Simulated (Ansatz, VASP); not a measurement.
# Two plane-wave programs on Ca

```xyz
1
Lattice="0.0000 3.2257 2.0967 3.2257 0.0000 2.0967 3.2257 3.2257 0.0000" Properties=species:S:1:pos:R:3 pbc="T T T"
Ca    0.0000    0.0000    0.0000
```

Alike in both runs: task single point; functional PBE; k mesh 16 × 16 × 16; occupations gaussian, width 0.15 eV; no spin polarisation.

|  | VASP | Ansatz |
| --- | --- | --- |
| version | VASP 6.6.1 | Ansatz 0.2.0 |
| potentials or method | VASP PAW PBE potentials, release 64 (Ca_sv), cutoff 520 eV | scalar-relativistic, plane waves, PAW |
| valence electrons in the cell | 10 | 10 |

|  | VASP | Ansatz | Ansatz less VASP |
| --- | --- | --- | --- |
| gap on the k mesh at the Fermi level (eV) | none | none | - |
| pressure (GPa) | -0.6 | -0.6 | 0.00 |
| traceless stress, the component that is largest in VASP (GPa) | 0.13 | 0.13 | +0.001 |

A gap of «none» marks a metal or a gap that the smearing closes. With one functional, cell and mesh, what is left measures potentials, basis and numerics.
